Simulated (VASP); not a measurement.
Write the native input for VASP 6.6.1 that does the following.

| Property | Result |
| --- | --- |
| Task | relaxation of cell and atoms |
| Functional | PBE |
| Potentials or basis | VASP PAW PBE potentials, release 64 (Bi_d, Se) |
| Cutoff | 600 eV |
| k mesh | 6 × 6 × 6 |
| Occupations | gaussian, width 0.02 eV |
| Spin | no spin polarisation |
| Dipole correction | no |
| Further INCAR settings | ALGO = Normal; EDIFF = 1e-06; IBRION = 2; EDIFFG = -0.005; NSW = 100; ISIF = 3 |

The structure of Bi2Se3 lies in POSCAR:

```
Bi2Se3
1.0
    2.0952101537      1.2096701462     10.4336389923
   -2.0952101537      1.2096701462     10.4336389923
    0.0000000000     -2.4193402925     10.4336389923
Bi Se
2 3
Direct
    0.3956391256      0.3956391256      0.3956391256
    0.6043608744      0.6043608744      0.6043608744
    0.0000000000      0.0000000000      0.0000000000
    0.2211433242      0.2211433242      0.2211433242
    0.7788566758      0.7788566758      0.7788566758
```

One way to write it, as run:

INCAR

```
SYSTEM = Bi2Se3
PREC = Accurate
ENCUT = 600
EDIFF = 1E-6
ISMEAR = 0
SIGMA = 0.02
LREAL = .FALSE.
LASPH = .TRUE.
NELM = 80
ALGO = Normal
ISIF = 3
LWAVE = .FALSE.
LCHARG = .FALSE.
GGA = PE
IBRION = 2
NSW = 100
EDIFFG = -0.005
```

KPOINTS

```
regular mesh
0
G
  6 6 6
  0 0 0
```

Potentials or basis: VASP PAW PBE potentials, release 64 (Bi_d, Se).

The run is started by

```bash
$ cat potpaw_PBE.64/Bi_d/POTCAR potpaw_PBE.64/Se/POTCAR > POTCAR
$ mpirun -np 1 vasp_std > vasp.out
```

It gave:

```
Relaxed volume                        : 31.71 Å³/atom
Relaxed cell                          : a = 10.716 Å, b = 10.716 Å, c = 10.716 Å, α = 22.54°, β = 22.54°, γ = 22.54°
Space group after relaxing (to 0.1 Å) : R-3m (No. 166)
Energy gained by relaxing             : 0.0 meV/atom
Ionic steps                           : 4
Pressure after relaxing               : 0.0 GPa
Band gap on the k mesh                : 0.69 eV (least direct gap 0.71 eV)
```

Caveat: spin-orbit coupling is left out, which moves the levels of the heavy elements.

Wall time 56 min on 1 thread of Intel(R) Xeon(R) Platinum 8488C (Sapphire Rapids), on a shared host, peak memory 1.3 GiB.
